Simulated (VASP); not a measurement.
Here is a VASP 6.6.1 calculation.

The input INCAR:

```
SYSTEM = CeO2
  ALGO = Normal
  EDIFF = 1E-7
  ENCUT = 520
  GGA = PE
  ISIF = 2
  ISMEAR = 0
  LASPH = .TRUE.
  LCHARG = .FALSE.
  LREAL = .FALSE.
  LWAVE = .FALSE.
  NBANDS = 19
  NELM = 80
  PREC = Accurate
  SIGMA = 0.05
```

Contents of KPOINTS:

```
k-points
0
G
  12 12 12
  0 0 0
```

File POSCAR:

```
CeO2
1.0
    0.0000000000      2.6952035058      2.6952035058
    2.6952035058      0.0000000000      2.6952035058
    2.6952035058      2.6952035058      0.0000000000
Ce O
1 2
Direct
    0.0000000000      0.0000000000      0.0000000000
    0.2500000000      0.2500000000      0.2500000000
    0.7500000000      0.7500000000      0.7500000000
```

Potentials or basis: VASP PAW PBE potentials, release 64 (Ce, O).

Launch:

```sh
$ cat potpaw_PBE.64/Ce/POTCAR potpaw_PBE.64/O/POTCAR > POTCAR
$ mpirun -np 1 vasp_std > vasp.out
```

(1) Estimate the pressure.

(2) Predict the band gap on the k mesh.

## Answers

(1) 7.7 GPa.

(2) 1.98 eV (least direct gap 2.09 eV).

Caveat: the cell stands under pressure; spin-orbit coupling is left out, which moves the levels of the heavy elements.
